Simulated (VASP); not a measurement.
Write the native input for VASP 6.6.1 that does the following.

```yaml
Task: single point
Functional: PBEsol
Potentials_or_basis: VASP PAW PBE potentials, release 64 (C)
Cutoff: 600 eV
k_mesh: 12 × 12 × 12
Occupations: gaussian, width 0.02 eV
Spin: no spin polarisation
Dipole_correction: no
Further_INCAR_settings: ALGO = Normal; EDIFF = 1e-06; NBANDS = 11
```

The structure of C lies in POSCAR:

```
C
1.0
    0.0000000000      1.7768347277      1.7768347277
    1.7768347277      0.0000000000      1.7768347277
    1.7768347277      1.7768347277      0.0000000000
C
2
Direct
    0.0000000000      0.0000000000      0.0000000000
    0.2500000000      0.2500000000      0.2500000000
```

These files were run (other wordings do the same):

INCAR

```
PREC     = Accurate       # precision mode
ENCUT    = 600            # plane-wave cutoff, eV
EDIFF    = 1E-6           # SCF threshold, eV
ISMEAR   = 0              # smearing method
SIGMA    = 0.02           # smearing width, eV
LREAL    = False          # projectors in reciprocal space
LASPH    = True           # aspherical terms in the spheres
NELM     = 120            # most SCF steps
ALGO     = Normal         # electronic algorithm
ISIF     = 2              # what is computed and relaxed
LWAVE    = False          # write WAVECAR
LCHARG   = False          # write CHGCAR
GGA      = PS             # functional
NBANDS   = 11             # bands
GGA_COMPAT= False
```

KPOINTS

```
Automatic mesh
0
Gamma
  12 12 12
```

Potentials or basis: VASP PAW PBE potentials, release 64 (C).

Run with:

```sh
$ cat potpaw_PBE.64/C/POTCAR > POTCAR
$ mpirun -np 1 vasp_std > vasp.out
```

Results of the run:

- Pressure: 0.5 GPa
- Band gap on the k mesh: 4.06 eV, indirect (least direct gap 5.57 eV)

Caveat: the PAW data sets were made with another functional, which shifts forces and pressure a little.

Wall time 14 s on 1 thread of Intel Xeon 8259CL, on a shared host, peak memory 0.12 GiB.
